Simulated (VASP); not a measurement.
# Ti in VASP: further runs

Runs on Ti. Level: PBE. Tasks: single point.

Program: VASP 6.6.1. These are calculated values, not measurements. Logs are shortened: lines on timing, memory, paths and dates and some standing lists are left out, and cuts for length are marked.

### Step 1. The cell of the first run

It takes space group Fm-3m (No. 225, cubic). Conventional cell: a = 4.068 Å, b = 4.068 Å, c = 4.068 Å, α = 90.00°, β = 90.00°, γ = 90.00°. Ti (site symmetry m-3m) has 12 Ti at 2.88 Å within 3.8 Å.

### Step 2. Single point, PBE (strained)

Contents of INCAR:

```
SYSTEM = Ti
PREC     = Accurate       ! precision mode
ENCUT    = 520            ! plane-wave cutoff, eV
EDIFF    = 1E-6           ! SCF threshold, eV
ISMEAR   = 0              ! smearing method
SIGMA    = 0.1            ! smearing width, eV
LREAL    = .False.        ! projectors in reciprocal space
LASPH    = .True.         ! aspherical terms in the spheres
NELM     = 60             ! most SCF steps
ALGO     = Normal         ! electronic algorithm
ISIF     = 2              ! what is computed and relaxed
LWAVE    = .False.        ! write WAVECAR
LCHARG   = .True.         ! write CHGCAR
GGA      = PE             ! functional
LELF     = .True.         ! ELF
LVHAR    = .True.       
NBANDS   = 12             ! bands
```

Contents of KPOINTS:

```
Automatic mesh
0
Gamma
  18 18 18
  0 0 0
```

Contents of POSCAR:

```
Ti
1.0
    0.0000000000      2.0342427000      2.0342427000
    2.0342427000      0.0000000000      2.0342427000
    2.0342427000      2.0342427000      0.0000000000
Ti
1
Direct
    0.0000000000      0.0000000000      0.0000000000
```

Potentials or basis: VASP PAW PBE potentials, release 64 (Ti_sv).

Run with:

```console
$ cat potpaw_PBE.64/Ti_sv/POTCAR > POTCAR
$ mpirun -np 1 vasp_std > vasp.out
```

OUTCAR:

```text
SYSTEM = Ti
   PREC = Accurate
   ENCUT = 520
   EDIFF = 1E-6
   ISMEAR = 0
   LREAL = .False.
   LASPH = .True.
   NELM = 60
   ISIF = 2
   GGA = PE

 ion  position               nearest neighbor table
   1  0.000  0.000  0.000-

  LATTYP: Found a face centered cubic cell.
 ALAT       =     4.0684854000

  Lattice vectors:

 A1 = (   0.0000000000,   2.0342427000,   2.0342427000)
 A2 = (   2.0342427000,   0.0000000000,   2.0342427000)
 A3 = (   2.0342427000,   2.0342427000,   0.0000000000)

Analysis of symmetry for initial positions (statically):
=====================================================================
 Subroutine PRICEL returns:
 Original cell was already a primitive cell.

 Routine SETGRP: Setting up the symmetry group for a
 face centered cubic supercell.

 Subroutine GETGRP returns: Found 48 space group operations
 (whereof 48 operations were pure point group operations)
 out of a pool of 48 trial point group operations.

The static configuration has the point symmetry O_h .

Analysis of symmetry for dynamics (positions and initial velocities):
=====================================================================
 Subroutine PRICEL returns:
 Original cell was already a primitive cell.

 Routine SETGRP: Setting up the symmetry group for a
 face centered cubic supercell.

 Subroutine GETGRP returns: Found 48 space group operations
 (whereof 48 operations were pure point group operations)
 out of a pool of 48 trial point group operations.

The dynamic configuration has the point symmetry O_h .

 Subroutine INISYM returns: Found 48 space group operations
 (whereof 48 operations are pure point group operations),
 and found     1 'primitive' translations

----------------------------------------------------------------------------------------

                                     Primitive cell

  volume of cell :      16.8360

  direct lattice vectors                    reciprocal lattice vectors
     0.000000000  2.034242700  2.034242700    -0.245791714  0.245791714  0.245791714
     2.034242700  0.000000000  2.034242700     0.245791714 -0.245791714  0.245791714
     2.034242700  2.034242700  0.000000000     0.245791714  0.245791714 -0.245791714

  length of vectors
     2.876853615  2.876853615  2.876853615     0.425723737  0.425723737  0.425723737

  position of ions in fractional coordinates (direct lattice)
     0.000000000  0.000000000  0.000000000

  ion indices of the primitive-cell ions
   primitive index   ion index
                 1           1

----------------------------------------------------------------------------------------

 KPOINTS: Automatic mesh

Automatic generation of k-mesh.
 Grid dimensions read from file:
 generate k-points for:   18   18   18

 Generating k-lattice:

  Cartesian coordinates                     Fractional coordinates (reciprocal lattice)
    -0.013655095  0.013655095  0.013655095     0.055555556  0.000000000  0.000000000
     0.013655095 -0.013655095  0.013655095     0.000000000  0.055555556  0.000000000
     0.013655095  0.013655095 -0.013655095     0.000000000  0.000000000  0.055555556

  Length of vectors
     0.023651319  0.023651319  0.023651319

  Shift w.r.t. Gamma in fractional coordinates (k-lattice)
     0.000000000  0.000000000  0.000000000

 Subroutine IBZKPT returns following result:
 ===========================================

 Found    195 irreducible k-points:

 Following reciprocal coordinates:
            Coordinates               Weight
  0.000000  0.000000  0.000000      1.000000
  0.055556  0.000000  0.000000      8.000000
  0.111111  0.000000  0.000000      8.000000
  0.166667  0.000000  0.000000      8.000000
  0.222222  0.000000  0.000000      8.000000
  0.277778  0.000000  0.000000      8.000000
[... 16 lines left out ...]
 -0.277778  0.055556  0.000000     24.000000
 -0.222222  0.055556  0.000000     24.000000
 [... further k-points ...]
   k-points           NKPTS =    195   k-points in BZ     NKDIM =    195   number of bands    NBANDS=     12
   number of dos      NEDOS =    301   number of ions     NIONS =      1
   total plane-waves  NPLWV =  13824
   dimension x,y,z NGX =    24 NGY =   24 NGZ =   24
   dimension x,y,z NGXF=    48 NGYF=   48 NGZF=   48
   ions per type =               1
   NGX,Y,Z   is equivalent  to a cutoff of  13.87, 13.87, 13.87 a.u.
   NGXF,Y,Z  is equivalent  to a cutoff of  27.74, 27.74, 27.74 a.u.
 SYSTEM =  Ti
   PREC   = accura    normal or accurate (medium, high low for compatibility)
   ISTART =      0    job   : 0-new  1-cont  2-samecut
   ICHARG =      2    charge: 1-file 2-atom 10-const
   ISPIN  =      1    spin polarized calculation?
   LNONCOLLINEAR =      F non collinear calculations
   LSORBIT =      F    spin-orbit coupling
   LASPH  =      T    aspherical Exc in radial PAW
   ENCUT  =  520.0 eV  38.22 Ry    6.18 a.u.   5.35  5.35  5.35*2*pi/ulx,y,z
   NELM   =     60;   NELMIN=  2; NELMDL= -5     # of ELM steps
   EDIFF  = 0.1E-05   stopping-criterion for ELM
   LREAL  =      F    real-space projection
[... 7 lines left out ...]
   TEBEG  =    0.0;   TEEND  =   0.0 temperature during run
   PSTRESS=    0.0 pullay stress
   NELECT =      12.0000    total number of electrons
   NUPDOWN=      -1.0000    fix difference up-down
   EMIN   =  10.00;   EMAX   =-10.00  energy-range for DOS
   EFERMI =   0.00;   METHOD = LEGACY
   ISMEAR =     0;   SIGMA  =   0.10  broadening in eV -4-tet -1-fermi 0-gaus
   EFERMI_NEDOS =   21; number of points for ismear=-14 and -15
   IALGO  =     38    algorithm
   IMIX   =      4    mixing-type and parameters
     AMIX     =   0.40;   BMIX     =  1.00
     AMIX_MAG =   1.60;   BMIX_MAG =  1.00
  volume/ion in A,a.u.               =      16.84       113.61
  Fermi-wavevector in a.u.,A,eV,Ry     =   1.462365  2.763469 29.096218  2.138512
  Thomas-Fermi vector in A             =   2.578587
   LORBIT       =      0    0 simple, 1 ext, 2 COOP (PROOUT), +10 PAW based schemes
   GGA     = PE    functional components
   LHFCALC =     F    Hartree Fock is set to
   AEXX    =    0.0000 exact exchange contribution
   IVDW    =     0    specifies the selected vdW correction
   LEPSILON=     F    determine dielectric tensor
   LRPA    =     F    only Hartree local field effects (RPA)
 non-spin polarized calculation
 Gauss-broadening in eV      SIGMA  =   0.10
  energy-cutoff  :      520.00
  volume of cell :       16.84
 maximum number of plane-waves:       467
 NGX is ok and might be reduce to    24
   NGX = 11   NGY = 11   NGZ = 11

 number of electron      12.0000002 magnetization

 Free energy of the ion-electron system (eV)
  ---------------------------------------------------
  ext. energy  EPLUGINS =         0.00000000
  ---------------------------------------------------
  free energy    TOTEN  =        -7.77680411 eV

  energy without entropy =       -7.76823343  energy(sigma->0) =       -7.77251877

 E-fermi :   8.5569     XC(G=0): -11.6458

 val. band max:        8.5512632165   @ k =  -0.3333   0.3333   0.1111
 cond. band min:       8.5616975278   @ k =  -0.3889   0.3889   0.1667
 fundamental gap:      0.0104343113
 Fermi energy:         8.5569420514

 k-point     1 :       0.0000    0.0000    0.0000
  band No.  band energies     occupation
      1     -48.1018      2.00000
      2     -23.9235      2.00000
      3     -23.9235      2.00000
      4     -23.9235      2.00000
      5       2.3850      2.00000
      6       9.4499      0.00000
      7       9.4499      0.00000
      8       9.4499      0.00000
      9      11.1516      0.00000
     10      11.1516      0.00000
     11      23.9749      0.00000
     12      28.6043      0.00000

 k-point     2 :       0.0556    0.0000    0.0000
  band No.  band energies     occupation
      1     -48.0976      2.00000
      2     -23.9467      2.00000
      3     -23.9264      2.00000
      4     -23.9264      2.00000
      5       2.4882      2.00000
      6       9.3849      0.00000
      7       9.4878      0.00000
      8       9.4878      0.00000
      9      11.1265      0.00000
     10      11.1265      0.00000
     11      24.0671      0.00000
     12      27.7645      0.00000

 k-point     3 :       0.1111    0.0000    0.0000
  band No.  band energies     occupation
      1     -48.0858      2.00000
      2     -24.0131      2.00000
      3     -23.9347      2.00000
      4     -23.9347      2.00000
      5       2.7904      2.00000
      6       9.2078      0.00000
      7       9.5866      0.00000
      8       9.5866      0.00000
      9      11.0699      0.00000
     10      11.0699      0.00000
     11      24.2437      0.00000
     12      26.2686      0.00000

 k-point     4 :       0.1667    0.0000    0.0000
  band No.  band energies     occupation
      1     -48.0675      2.00000
      2     -24.1138      2.00000
      3     -23.9473      2.00000
      4     -23.9473      2.00000
      5       3.2688      2.00000
      6       8.9662      0.00000
      7       9.6955      0.00000
      8       9.6955      0.00000
      9      11.0411      0.00000
     10      11.0411      0.00000
     11      23.9186      0.00000
     12      25.1791      0.00000

 k-point     5 :       0.2222    0.0000    0.0000
  band No.  band energies     occupation
      1     -48.0450      2.00000
      2     -24.2359      2.00000
      3     -23.9627      2.00000
      4     -23.9627      2.00000
      5       3.8805      2.00000
      6       8.7253      0.01726
      7       9.7358      0.00000
      8       9.7358      0.00000
      9      11.1259      0.00000
     10      11.1259      0.00000
     11      22.5707      0.00000
     12      24.9133      0.00000
[... 228 lines left out ...]
      1     -47.9728      2.00000
      2     -24.5973      2.00000
      3     -24.0317      2.00000
      4     -24.0077      2.00000
      5       5.7904      2.00000
      6       8.7779      0.00178
      7       9.3615      0.00000
      8       9.4572      0.00000
      9      11.9165      0.00000
     10      12.3149      0.00000
     11      17.9782      0.00000
     12      23.5350      0.00000

 k-point    22 :      -0.3333    0.0556    0.0000
  band No.  band energies     occupation
      1     -47.9893      2.00000
      2     -24.5138      2.00000
      3     -24.0229      2.00000
      4     -23.9936      2.00000
      5       5.4230      2.00000
      6       8.5484      1.09628
      7       9.4520      0.00000
      8       9.5643      0.00000
      9      11.5799      0.00000
     10      12.0508      0.00000
     11      19.1801      0.00000
     12      23.9091      0.00000

 k-point    23 :      -0.2778    0.0556    0.0000
  band No.  band energies     occupation
      1     -48.0106      2.00000
      2     -24.4042      2.00000
      3     -24.0092      2.00000
      4     -23.9773      2.00000
      5       4.8502      2.00000
      6       8.4908      1.65041
      7       9.5816      0.00000
      8       9.6944      0.00000
      9      11.2254      0.00000
     10      11.7359      0.00000
     11      20.6020      0.00000
     12      24.3537      0.00000

 k-point    24 :      -0.2222    0.0556    0.0000
  band No.  band energies     occupation
      1     -48.0343      2.00000
      2     -24.2810      2.00000
      3     -23.9922      2.00000
      4     -23.9605      2.00000
      5       4.1825      2.00000
      6       8.6100      0.45321
      7       9.6894      0.00000
      8       9.7926      0.00000
      9      10.9443      0.00000
     10      11.4465      0.00000
     11      22.1159      0.00000
     12      24.7305      0.00000

 [... further k-points ...]

------------------------ aborting loop because EDIFF is reached ----------------------------------------

  FORCE on cell =-STRESS in cart. coord.  units (eV):
  Direction    XX          YY          ZZ          XY          YZ          ZX
  --------------------------------------------------------------------------------------
  -------------------------------------------------------------------------------------
  Total        0.3483481      0.3483481      0.3483481     -0.0000000     -0.0000000     -0.0000000
  in kB       33.1501688     33.1501688     33.1501688     -0.0000000     -0.0000000     -0.0000000
  external PRESSURE =      33.1501688 kB  Pullay stress =       0.0000000 kB

 VOLUME and BASIS-vectors are now :
 -----------------------------------------------------------------------------
  energy-cutoff  :      520.00
  volume of cell :       16.84
      direct lattice vectors                 reciprocal lattice vectors
     0.000000000  2.034242700  2.034242700    -0.245791714  0.245791714  0.245791714
     2.034242700  0.000000000  2.034242700     0.245791714 -0.245791714  0.245791714
     2.034242700  2.034242700  0.000000000     0.245791714  0.245791714 -0.245791714

 POSITION                                       TOTAL-FORCE (eV/Angst)
 -----------------------------------------------------------------------------------
      0.00000      0.00000      0.00000         0.000000      0.000000      0.000000
 -----------------------------------------------------------------------------------
    total drift:                               -0.000000     -0.000000     -0.000000

  FREE ENERGIE OF THE ION-ELECTRON SYSTEM (eV)
  ---------------------------------------------------
  free  energy   TOTEN  =        -7.7768041095 eV

  energy  without entropy=       -7.7682334291  energy(sigma->0) =       -7.77251877
```

Run time: 21 s. Hardware: 1 thread of AMD EPYC 9R45 (Zen 5), shared host; peak memory 0.13 GiB.

What came out:

| Property | Result |
| --- | --- |
| Free energy | -7.7768 eV |
| Pressure | 3.3 GPa |
| Band gap on the k mesh | zero (band 6 reaches 9.45 eV, above the bottom of band 7 at 8.11 eV) |

Levels at points of the mesh, in eV from the Fermi level:
```csv
k point,band 3,band 4,band 5,band 6,band 7,band 8,band 9,band 10
"(0.00, 0.00, 0.00)",-32.48,-32.48,-6.17,0.89,0.89,0.89,2.59,2.59
"(0.50, 0.00, 0.00)",-32.57,-32.57,-2.66,0.71,0.77,0.77,3.71,3.71
"(0.50, 0.50, 0.00)",-32.74,-32.74,-2.68,-1.79,2.98,3.70,4.00,4.00
```

Caveat: the cell differs from its parent crystal (strained).

### Step 3. Single point, PBE (strained)

Contents of INCAR:

```
  ALGO = Normal
  EDIFF = 1E-7
  ENCUT = 520
  GGA = PE
  ISIF = 2
  ISMEAR = 0
  LASPH = True
  LCHARG = False
  LREAL = False
  LWAVE = False
  NBANDS = 12
  NELM = 60
  PREC = Accurate
  SIGMA = 0.1
```

Contents of KPOINTS:

```
k-points
0
Gamma
  16 16 16
```

Contents of POSCAR:

```
Ti
1.0
    0.0000000000      2.0760810000      2.1065310000
    2.1065310000      0.0000000000      2.1065310000
    2.1065310000      2.0760810000      0.0000000000
Ti
1
Direct
    0.0000000000      0.0000000000      0.0000000000
```

Potentials or basis: VASP PAW PBE potentials, release 64 (Ti_sv).

Run with:

```console
$ cat potpaw_PBE.64/Ti_sv/POTCAR > POTCAR
$ mpirun -np 1 vasp_std > vasp.out
```

Run time: 40 s. Hardware: 1 thread of AMD EPYC 9R45 (Zen 5), shared host; peak memory 0.17 GiB.

It converged, with:

- Free energy: -7.7614 eV
- Pressure: -5.8 GPa
- Band gap on the k mesh: zero (band 6 reaches 8.41 eV, above the bottom of band 7 at 7.22 eV)

Stress tensor (GPa, compression positive):
```
-5.98  0.00  0.00
 0.00 -5.48  0.00
 0.00  0.00 -5.98
```

Levels at points of the mesh, in eV from the Fermi level:
```tsv
k point	band 2	band 3	band 4	band 5	band 6	band 7	band 8	band 9	band 10	band 11
(0.00, 0.00, 0.00)	-32.74	-32.74	-32.73	-5.94	0.80	0.80	0.91	2.28	2.40	14.93
(0.50, 0.00, 0.00)	-33.28	-32.81	-32.80	-2.45	0.51	0.68	0.80	3.29	3.34	7.57
(0.50, 0.50, 0.00)	-33.25	-32.93	-32.92	-2.37	-1.54	2.51	3.31	3.53	3.60	9.78
(0.50, 0.00, 0.50)	-33.25	-32.94	-32.94	-2.36	-1.57	2.77	3.31	3.57	3.57	10.04
```

Caveat: the cell differs from its parent crystal (strained).

### Step 4. Single point, PBE (volume scaled by 0.98)

Contents of INCAR:

```
SYSTEM = Ti
  ALGO = Normal
  EDIFF = 1E-7
  ENCUT = 520
  GGA = PE
  ISIF = 2
  ISMEAR = -1
  LASPH = .True.
  LCHARG = .False.
  LREAL = .False.
  LWAVE = .False.
  NBANDS = 12
  NELM = 80
  PREC = Accurate
  SIGMA = 0.15
```

Contents of KPOINTS:

```
k-points
0
Gamma
  20 20 20
  0 0 0
```

Contents of POSCAR:

```
Ti
1.0
    0.0000000000      2.0462648119      2.0462648119
    2.0462648119      0.0000000000      2.0462648119
    2.0462648119      2.0462648119      0.0000000000
Ti
1
Direct
    0.0000000000      0.0000000000      0.0000000000
```

Run with:

```console
$ cat potpaw_PBE.64/Ti_sv/POTCAR > POTCAR
$ mpirun -np 1 vasp_std > vasp.out
```

Run time: 22 s. Hardware: 1 thread of Intel Xeon 6975P-C, shared host; peak memory 0.17 GiB.

It converged, with:

```yaml
Free_energy: -7.8397 eV
Pressure: 1.9 GPa
Band_gap_on_the_k_mesh: zero (band 6 reaches 9.26 eV, above the bottom of band 7 at 7.99 eV)
```

Levels at points of the mesh, in eV from the Fermi level:
| k point | band 2 | band 3 | band 4 | band 5 | band 6 | band 7 | band 8 | band 9 | band 10 | band 11 |
| --- | --- | --- | --- | --- | --- | --- | --- | --- | --- | --- |
| (0.00, 0.00, 0.00) | -32.52 | -32.52 | -32.52 | -6.13 | 0.89 | 0.89 | 0.89 | 2.55 | 2.55 | 15.32 |
| (0.50, 0.00, 0.00) | -33.22 | -32.61 | -32.61 | -2.62 | 0.66 | 0.77 | 0.77 | 3.64 | 3.64 | 8.31 |
| (0.50, 0.50, 0.00) | -33.17 | -32.77 | -32.77 | -2.62 | -1.74 | 2.90 | 3.63 | 3.92 | 3.92 | 10.70 |

Caveat: the cell differs from its parent crystal (volume scaled by 0.98).

### Step 5. Single point, PBE

This run uses another cell than the first one, of 17.49 Å³/atom, 1.039 times its volume.

Contents of INCAR:

```
SYSTEM = Ti
PREC = Accurate ; ENCUT = 520
EDIFF = 1E-7 ; ISMEAR = -1
SIGMA = 0.15 ; LREAL = .False.
LASPH = .True. ; NELM = 60
ALGO = Normal ; ISIF = 2
LWAVE = .False. ; LCHARG = .False.
GGA = PE ; NBANDS = 12
```

Contents of KPOINTS:

```
Automatic mesh
0
Gamma
  20 20 20
  0 0 0
```

Contents of POSCAR:

```
Ti
1.0
    0.0000000000      2.0600913449      2.0600913449
    2.0600913449      0.0000000000      2.0600913449
    2.0600913449      2.0600913449      0.0000000000
Ti
1
Direct
    0.0000000000      0.0000000000      0.0000000000
```

Run with:

```console
$ cat potpaw_PBE.64/Ti_sv/POTCAR > POTCAR
$ mpirun -np 1 vasp_std > vasp.out
```

Wall time 24 s (1 thread of Intel Xeon 6975P-C, shared host); peak memory 0.18 GiB.

It converged, with:

| Item | Value |
| --- | --- |
| Free energy | -7.8416 eV |
| Pressure | -0.3 GPa |
| Band gap on the k mesh | zero (band 6 reaches 9.03 eV, above the bottom of band 7 at 7.78 eV) |

Levels at points of the mesh, in eV from the Fermi level:
```tsv
k point	band 2	band 3	band 4	band 5	band 6	band 7	band 8	band 9	band 10	band 11
(0.00, 0.00, 0.00)	-32.58	-32.58	-32.58	-6.08	0.88	0.88	0.88	2.49	2.49	15.20
(0.50, 0.00, 0.00)	-33.23	-32.66	-32.66	-2.57	0.61	0.76	0.76	3.55	3.55	8.10
(0.50, 0.50, 0.00)	-33.19	-32.81	-32.81	-2.55	-1.69	2.81	3.54	3.82	3.82	10.46
```

### Step 6. Overview

| cell | k mesh | smearing | gap on the mesh (eV) | pressure (GPa) |
| --- | --- | --- | --- | --- |
| a = 2.877 Å, angles 60.0°, 1 atom | 18 × 18 × 18 | gaussian 0.1 eV | none | 3.3 |
| a = 2.958, b = 2.979 Å, angles 59.8, 60.5, 59.8°, 1 atom | 16 × 16 × 16 | gaussian 0.1 eV | none | -5.8 |
| a = 2.894 Å, angles 60.0°, 1 atom | 20 × 20 × 20 | fermi-dirac 0.15 eV | none | 1.9 |
| a = 2.913 Å, angles 60.0°, 1 atom | 20 × 20 × 20 | fermi-dirac 0.15 eV | none | -0.3 |

Alike in all rows: task single point; level PBE; potentials or basis VASP PAW PBE potentials, release 64 (Ti_sv); no spin polarisation; cutoff (eV) 520.

Total energies depend on the potentials used, so only differences within one code and one set of settings carry meaning.
